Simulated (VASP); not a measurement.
# HfO2 (P1) in VASP: a series of runs

HfO2 is run at these levels: PBEsol; tasks: single point.

All numbers are computed with VASP 6.6.1; they aren't measurements. Logs are shortened: lines on timing, memory, paths and dates and some standing lists are left out, and cuts for length are marked.

## (1) The cell of the first run

The typed cell holds 24 atoms: a = 7.154 Å, b = 7.154 Å, c = 7.154 Å, α = 60.00°, β = 60.00°, γ = 60.00°.

## (2) Single point, PBEsol

File INCAR:

```
ALGO     = Normal         # electronic algorithm
EDIFF    = 1E-6           # SCF threshold, eV
ENCUT    = 520            # plane-wave cutoff, eV
GGA      = PS             # functional
ISIF     = 2              # what is computed and relaxed
ISMEAR   = -1             # smearing method
LASPH    = T              # aspherical terms in the spheres
LCHARG   = F              # write CHGCAR
LREAL    = Auto         
LWAVE    = F              # write WAVECAR
NBANDS   = 106            # bands
NELM     = 100            # most SCF steps
PREC     = Accurate       # precision mode
SIGMA    = 0.112          # smearing width, eV
```

File KPOINTS:

```
k-points
0
Gamma
  2 2 2
```

File POSCAR:

```
HfO2
1.0
    0.0000000000      5.0583646387      5.0583646387
    5.0583646387      0.0000000000      5.0583646387
    5.0583646387      5.0583646387      0.0000000000
Hf O
8 16
Direct
    0.0045925910      0.0118340619     -0.0214401309
   -0.0012843084      0.0045561168      0.5045236321
    0.0015565307      0.5032554357     -0.0014306007
    0.0068829558      0.5051829361      0.4970959351
    0.4937336824     -0.0343632799      0.0114997641
    0.4995943710      0.0006906382      0.5036911496
    0.4912689530      0.5116706060     -0.0023233794
    0.5102764795      0.5005703781      0.4969992635
    0.1408722089      0.1456889830      0.1318206669
    0.3726682702      0.3942568681      0.3771062658
    0.1382404295      0.1434314352      0.6018060613
    0.4044001661      0.3705253840      0.8521784822
    0.1097140162      0.6058500561      0.1385140357
    0.3676853356      0.8508798411      0.3962275643
    0.1066443482      0.6121733448      0.6438284372
    0.3381422895      0.8636488889      0.9245361563
    0.6083673716      0.1377504490      0.1444480681
    0.8329606110      0.3642980749      0.4012479615
    0.6114830031      0.0648664190      0.6559776206
    0.8754836427      0.3610484080      0.8755243673
    0.6440489630      0.6210777048      0.1098095016
    0.8795012455      0.8892882031      0.3628324826
    0.6043307904      0.6552338032      0.6389913996
    0.8915891443      0.8820882476      0.8721548000
```

Potentials or basis: VASP PAW PBE potentials, release 64 (Hf_pv, O).

Run with:

```console
$ cat potpaw_PBE.64/Hf_pv/POTCAR potpaw_PBE.64/O/POTCAR > POTCAR
$ mpirun -np 1 vasp_std > vasp.out
```

OUTCAR:

```text
EDIFF = 1E-6
   ENCUT = 520
   GGA = PS
   ISIF = 2
   ISMEAR = -1
   LASPH = T
   LREAL = Auto
   NELM = 100
   PREC = Accurate

 ion  position               nearest neighbor table
   1  0.005  0.012  0.979-  16 1.98  24 2.04  20 2.04  11 2.20  22 2.25  17 2.33  13 2.38   9 2.47
                             2 3.44   5 3.46   6 3.47   4 3.49   7 3.53   3 3.58   3 3.58   7 3.63
   2  0.999  0.005  0.505-  18 2.12  24 2.15  14 2.16   9 2.19  22 2.20  11 2.20  15 2.30  19 2.30
                             1 3.44   8 3.52   5 3.54   3 3.56   6 3.57   4 3.57   4 3.58   6 3.59
   3  0.002  0.503  0.999-  13 2.05  15 2.08  21 2.09   9 2.10  24 2.22  20 2.29  12 2.35  18 2.37
                             5 3.48   7 3.53   8 3.54   2 3.56   4 3.56   1 3.58   1 3.58   4 3.59
   4  0.007  0.505  0.497-  15 2.07  13 2.11  11 2.12  10 2.14  20 2.22  22 2.24  23 2.36  18 2.41
                             1 3.49   7 3.52   3 3.56   6 3.57   8 3.57   2 3.57   8 3.58   2 3.58
   5  0.494  0.966  0.011-  21 2.02  16 2.03  19 2.08   9 2.11  14 2.25  24 2.35  12 2.38  17 2.46
                             7 3.31   8 3.41   1 3.46   3 3.48   6 3.49   2 3.54   2 3.63   6 3.67
   6  0.500  0.001  0.504-  19 1.94  23 2.02  17 2.10  11 2.12  22 2.22  14 2.28  10 2.30  16 2.46
                             1 3.47   5 3.49   7 3.52   8 3.56   2 3.57   4 3.57   4 3.59   2 3.59
   7  0.491  0.512  0.998-  16 2.08  23 2.10  17 2.19  21 2.19  12 2.19  10 2.22  13 2.24  20 2.25
                             5 3.31   6 3.52   4 3.52   3 3.53   1 3.53   8 3.56   8 3.60   3 3.62
   8  0.510  0.501  0.497-  18 1.89  14 2.05  12 2.08  10 2.13  21 2.26  23 2.29  15 2.36  19 2.56
                             5 3.41   2 3.52   3 3.54   7 3.56   6 3.56   4 3.57   4 3.58   6 3.59
   9  0.141  0.146  0.132-   3 2.10   5 2.11   2 2.19   1 2.47
  10  0.373  0.394  0.377-   8 2.13   4 2.14   7 2.22   6 2.30
  11  0.138  0.143  0.602-   4 2.12   6 2.12   2 2.20   1 2.20
  12  0.404  0.371  0.852-   8 2.08   7 2.19   3 2.35   5 2.38
  13  0.110  0.606  0.139-   3 2.05   4 2.11   7 2.24   1 2.38
  14  0.368  0.851  0.396-   8 2.05   2 2.16   5 2.25   6 2.28
[... 8 lines left out ...]
  23  0.604  0.655  0.639-   6 2.02   7 2.10   8 2.29   4 2.36
  24  0.892  0.882  0.872-   1 2.04   2 2.15   3 2.22   5 2.35

  LATTYP: Found a face centered cubic cell.
 ALAT       =    10.1167292774

  Lattice vectors:

 A1 = (   0.0000000000,   5.0583646387,   5.0583646387)
 A2 = (   5.0583646387,   0.0000000000,   5.0583646387)
 A3 = (   5.0583646387,   5.0583646387,   0.0000000000)

Analysis of symmetry for initial positions (statically):
=====================================================================
 Subroutine PRICEL returns:
 Original cell was already a primitive cell.

 Routine SETGRP: Setting up the symmetry group for a
 face centered cubic supercell.

 Subroutine GETGRP returns: Found  1 space group operations
 (whereof  1 operations were pure point group operations)
 out of a pool of 48 trial point group operations.

The static configuration has the point symmetry C_1 .

Analysis of symmetry for dynamics (positions and initial velocities):
=====================================================================
 Subroutine PRICEL returns:
 Original cell was already a primitive cell.

 Routine SETGRP: Setting up the symmetry group for a
 face centered cubic supercell.

 Subroutine GETGRP returns: Found  1 space group operations
 (whereof  1 operations were pure point group operations)
 out of a pool of 48 trial point group operations.

The dynamic configuration has the point symmetry C_1 .

 Subroutine INISYM returns: Found  1 space group operations
 (whereof  1 operations are pure point group operations),
 and found     1 'primitive' translations

----------------------------------------------------------------------------------------

                                     Primitive cell

  volume of cell :     258.8573

  direct lattice vectors                    reciprocal lattice vectors
     0.000000000  5.058364639  5.058364639    -0.098846176  0.098846176  0.098846176
     5.058364639  0.000000000  5.058364639     0.098846176 -0.098846176  0.098846176
     5.058364639  5.058364639  0.000000000     0.098846176  0.098846176 -0.098846176

  length of vectors
     7.153607875  7.153607875  7.153607875     0.171206599  0.171206599  0.171206599

  position of ions in fractional coordinates (direct lattice)
     0.004592591  0.011834062  0.978559869
     0.998715692  0.004556117  0.504523632
     0.001556531  0.503255436  0.998569399
     0.006882956  0.505182936  0.497095935
     0.493733682  0.965636720  0.011499764
     0.499594371  0.000690638  0.503691150
[... 16 lines left out ...]
     0.604330790  0.655233803  0.638991400
     0.891589144  0.882088248  0.872154800

  ion indices of the primitive-cell ions
   primitive index   ion index
                 1           1
                 2           2
                 3           3
                 4           4
                 5           5
                 6           6
[... 16 lines left out ...]
                23          23
                24          24

----------------------------------------------------------------------------------------

 KPOINTS: k-points

Automatic generation of k-mesh.
 Grid dimensions read from file:
 generate k-points for:    2    2    2

 Generating k-lattice:

  Cartesian coordinates                     Fractional coordinates (reciprocal lattice)
    -0.049423088  0.049423088  0.049423088     0.500000000  0.000000000  0.000000000
     0.049423088 -0.049423088  0.049423088     0.000000000  0.500000000  0.000000000
     0.049423088  0.049423088 -0.049423088     0.000000000  0.000000000  0.500000000

  Length of vectors
     0.085603299  0.085603299  0.085603299

  Shift w.r.t. Gamma in fractional coordinates (k-lattice)
     0.000000000  0.000000000  0.000000000

 Subroutine IBZKPT returns following result:
 ===========================================

 Found      8 irreducible k-points:

 Following reciprocal coordinates:
            Coordinates               Weight
  0.000000  0.000000  0.000000      1.000000
  0.500000  0.000000  0.000000      1.000000
  0.000000  0.500000  0.000000      1.000000
  0.000000  0.000000  0.500000      1.000000
  0.500000  0.500000  0.500000      1.000000
  0.500000  0.500000  0.000000      1.000000
  0.000000  0.500000  0.500000      1.000000
  0.500000  0.000000  0.500000      1.000000
   k-points           NKPTS =      8   k-points in BZ     NKDIM =      8   number of bands    NBANDS=    106
   number of dos      NEDOS =    301   number of ions     NIONS =     24
   total plane-waves  NPLWV = 157464
   dimension x,y,z NGX =    54 NGY =   54 NGZ =   54
   dimension x,y,z NGXF=   108 NGYF=  108 NGZF=  108
   ions per type =               8  16
   NGX,Y,Z   is equivalent  to a cutoff of  12.55, 12.55, 12.55 a.u.
   NGXF,Y,Z  is equivalent  to a cutoff of  25.10, 25.10, 25.10 a.u.
 SYSTEM =  unknown system
   PREC   = accura    normal or accurate (medium, high low for compatibility)
   ISTART =      0    job   : 0-new  1-cont  2-samecut
   ICHARG =      2    charge: 1-file 2-atom 10-const
   ISPIN  =      1    spin polarized calculation?
   LNONCOLLINEAR =      F non collinear calculations
   LSORBIT =      F    spin-orbit coupling
   LASPH  =      T    aspherical Exc in radial PAW
   ENCUT  =  520.0 eV  38.22 Ry    6.18 a.u.  13.30 13.30 13.30*2*pi/ulx,y,z
   NELM   =    100;   NELMIN=  2; NELMDL= -5     # of ELM steps
   EDIFF  = 0.1E-05   stopping-criterion for ELM
   LREAL  =      T    real-space projection
   EDIFFG = 0.1E-04   stopping-criterion for IOM
   NSW    =      0    number of steps for IOM
   IBRION =     -1    ionic relax: 0-MD 1-quasi-New 2-CG
   NFREE  =      0    steps in history (QN), initial steepest desc. (CG)
   ISIF   =      2    stress and relaxation
   ISYM   =      2    0-nonsym 1-usesym 2-fastsym
   POTIM  = 0.5000    time-step for ionic-motion
   TEBEG  =    0.0;   TEEND  =   0.0 temperature during run
   PSTRESS=    0.0 pullay stress
   NELECT =     176.0000    total number of electrons
   NUPDOWN=      -1.0000    fix difference up-down
   EMIN   =  10.00;   EMAX   =-10.00  energy-range for DOS
   EFERMI =   0.00;   METHOD = LEGACY
   ISMEAR =    -1;   SIGMA  =   0.11  broadening in eV -4-tet -1-fermi 0-gaus
   EFERMI_NEDOS =   21; number of points for ismear=-14 and -15
   IALGO  =     38    algorithm
   IMIX   =      4    mixing-type and parameters
     AMIX     =   0.40;   BMIX     =  1.00
     AMIX_MAG =   1.60;   BMIX_MAG =  1.00
  volume/ion in A,a.u.               =      10.79        72.79
  Fermi-wavevector in a.u.,A,eV,Ry     =   1.439546  2.720348 28.195259  2.072293
  Thomas-Fermi vector in A             =   2.558390
   LORBIT       =      0    0 simple, 1 ext, 2 COOP (PROOUT), +10 PAW based schemes
   GGA     = PS    functional components
   LHFCALC =     F    Hartree Fock is set to
   AEXX    =    0.0000 exact exchange contribution
   IVDW    =     0    specifies the selected vdW correction
   LEPSILON=     F    determine dielectric tensor
   LRPA    =     F    only Hartree local field effects (RPA)
 non-spin polarized calculation
  energy-cutoff  :      520.00
  volume of cell :      258.86
 maximum number of plane-waves:      6982
 NGX is ok and might be reduce to    54
   NGX = 27   NGY = 27   NGZ = 27

 number of electron     176.0000005 magnetization

 Free energy of the ion-electron system (eV)
  ---------------------------------------------------
  ext. energy  EPLUGINS =         0.00000000
  ---------------------------------------------------
  free energy    TOTEN  =      -251.70227657 eV

  energy without entropy =     -251.70227644  energy(sigma->0) =     -251.70227650

 E-fermi :   6.0530     XC(G=0): -12.1278

 val. band max:        4.1376506898   @ k =   0.0000   0.5000   0.5000
 cond. band min:       7.8912718234   @ k =   0.0000   0.0000   0.0000
 fundamental gap:      3.7536211335
 Fermi energy:         6.0530245663

 k-point     1 :       0.0000    0.0000    0.0000
  band No.  band energies     occupation
      1     -25.9750      2.00000
      2     -25.9645      2.00000
      3     -25.9277      2.00000
      4     -25.8990      2.00000
      5     -25.8823      2.00000
      6     -25.8551      2.00000
[... 92 lines left out ...]
     99       9.0707      0.00000
    100       9.1212      0.00000

 k-point     2 :       0.5000    0.0000    0.0000
  band No.  band energies     occupation
      1     -25.9155      2.00000
      2     -25.8967      2.00000
      3     -25.8809      2.00000
      4     -25.8262      2.00000
      5     -25.7889      2.00000
      6     -25.7806      2.00000
[... 607 lines left out ...]
     99       9.2635      0.00000
    100       9.3950      0.00000

 k-point     8 :       0.5000    0.0000    0.5000
  band No.  band energies     occupation
      1     -25.8793      2.00000
      2     -25.8654      2.00000
      3     -25.8453      2.00000
      4     -25.8137      2.00000
      5     -25.7555      2.00000
      6     -25.7364      2.00000
[... 92 lines left out ...]
     99       9.2726      0.00000
    100       9.3769      0.00000
 [bands above 100 left out]

------------------------ aborting loop because EDIFF is reached ----------------------------------------

  FORCE on cell =-STRESS in cart. coord.  units (eV):
  Direction    XX          YY          ZZ          XY          YZ          ZX
  --------------------------------------------------------------------------------------
  -------------------------------------------------------------------------------------
  Total        0.3383517     -0.2919407      3.4219355     -2.4037321      1.7634327      1.5387525
  in kB        2.0942017     -1.8069449     21.1798072    -14.8777155     10.9146313      9.5239905
  external PRESSURE =       7.1556880 kB  Pullay stress =       0.0000000 kB

 VOLUME and BASIS-vectors are now :
 -----------------------------------------------------------------------------
  energy-cutoff  :      520.00
  volume of cell :      258.86
      direct lattice vectors                 reciprocal lattice vectors
     0.000000000  5.058364639  5.058364639    -0.098846176  0.098846176  0.098846176
     5.058364639  0.000000000  5.058364639     0.098846176 -0.098846176  0.098846176
     5.058364639  5.058364639  0.000000000     0.098846176  0.098846176 -0.098846176

 POSITION                                       TOTAL-FORCE (eV/Angst)
 -----------------------------------------------------------------------------------
      5.00977      4.97314      0.08309         2.663423     -0.558528     -2.131776
      2.57511      7.60393      5.07491        -1.315884     -0.429623     -0.989446
      7.59678      5.05900      2.55352        -1.502431      0.276918      0.199567
      5.06989      2.54931      2.59022         1.140633      0.162451      0.488829
      4.94271      2.55566      7.38203         2.785780     -0.157439      2.827569
      2.55135      5.07498      2.53062        -1.669065     -1.908008      1.280250
[... 16 lines left out ...]
      6.54666      6.28918      6.37134        -1.028215      0.983881      0.495838
      8.87360      8.92166      8.97191         0.298085     -0.636008      0.113693
 -----------------------------------------------------------------------------------
    total drift:                               -0.001858     -0.008712     -0.005575

  FREE ENERGIE OF THE ION-ELECTRON SYSTEM (eV)
  ---------------------------------------------------
  free  energy   TOTEN  =      -251.7022765722 eV

  energy  without entropy=     -251.7022764362  energy(sigma->0) =     -251.70227650
```

Run time: 17 min. Hardware: 1 thread of Intel Xeon 8259CL, shared host; peak memory 0.47 GiB.

What came out:

| Property | Result |
| --- | --- |
| Free energy | -251.7023 eV |
| Pressure | 0.7 GPa |
| Largest force | 3.984 eV/Å |
| Band gap on the k mesh | 3.75 eV (least direct gap 3.84 eV) |

Forces in eV/Å, atoms in the order of the input:
```
Hf   2.663 -0.559 -2.132
Hf  -1.316 -0.430 -0.989
Hf  -1.502  0.277  0.200
Hf   1.141  0.162  0.489
Hf   2.786 -0.157  2.828
Hf  -1.669 -1.908  1.280
Hf  -2.139  1.199 -2.093
Hf   2.406 -1.393 -2.854
O    0.024 -0.160 -0.361
O    0.462  0.009  0.696
O   -0.314  0.138 -0.769
O    0.261 -0.165  0.201
O   -0.450  0.502 -0.220
O   -0.593 -0.696  0.020
O    0.876 -0.430  0.253
O   -0.357 -0.114  0.043
O   -0.574 -0.063 -1.058
O   -1.051  2.194  1.377
O    1.166  1.255  1.537
O    0.066 -0.265 -0.171
O   -0.026 -0.284  0.237
O   -1.129  0.540  0.877
O   -1.028  0.984  0.496
O    0.298 -0.636  0.114
```

Stress tensor (GPa, compression positive):
```
 0.21 -1.49  0.95
-1.49 -0.18  1.09
 0.95  1.09  2.12
```

Levels at points of the mesh, in eV from the valence-band top:
```
           k point  band 86  band 87  band 88  band 89  band 90  band 91
(0.00, 0.00, 0.00)    -0.47    -0.29    -0.08     3.75     3.84     4.26
(0.50, 0.00, 0.00)    -0.79    -0.72    -0.54     4.22     4.29     4.35
(0.00, 0.50, 0.00)    -0.86    -0.67    -0.48     4.22     4.31     4.37
(0.00, 0.00, 0.50)    -0.73    -0.63    -0.45     4.25     4.35     4.40
(0.50, 0.50, 0.50)    -0.80    -0.60    -0.44     4.20     4.39     4.41
(0.50, 0.50, 0.00)    -0.36    -0.25    -0.03     4.10     4.24     4.34
(0.00, 0.50, 0.50)    -0.38    -0.25     0.00     4.17     4.19     4.42
(0.50, 0.00, 0.50)    -0.37    -0.27    -0.05     4.22     4.29     4.38
```

Caveat: the k points lie up to 0.54 Å⁻¹ apart; the atoms stand as in a frame of molecular dynamics; the PAW data sets were made with another functional, which shifts forces and pressure a little; spin-orbit coupling is left out, which moves the levels of the heavy elements.

(Part 1 of 2 ends here.)
